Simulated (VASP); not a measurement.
A run of VASP 6.6.1:

Contents of INCAR:

```
  PREC = Accurate
  ENCUT = 500
  EDIFF = 1E-6
  ISMEAR = 0
  SIGMA = 0.1
  LREAL = False
  LASPH = True
  NELM = 120
  ALGO = Normal
  ISIF = 2
  LWAVE = False
  LCHARG = False
  GGA = PS
  NBANDS = 8
  GGA_COMPAT = False
```

The input KPOINTS:

```
regular mesh
0
Gamma
  8 8 8
```

The input POSCAR:

```
Al
1.0
    0.0000000000      2.0239800000      2.0239800000
    2.0239800000      0.0000000000      2.0239800000
    2.0239800000      2.0239800000      0.0000000000
Al
1
Direct
    0.0000000000      0.0000000000      0.0000000000
```

Potentials or basis: VASP PAW PBE potentials, release 64 (Al).

Run with:

```bash
$ cat potpaw_PBE.64/Al/POTCAR > POTCAR
$ mpirun -np 1 vasp_std > vasp.out
```

Hardware: 1 thread of Intel Xeon 6975P-C, on a shared host.

Task: How long does it take, and how much memory?

Result: Run time: 2.6 s on 1 thread of Intel Xeon 6975P-C (shared host), peak memory 0.13 GiB. Counts: scf iterations 9, k points 29.
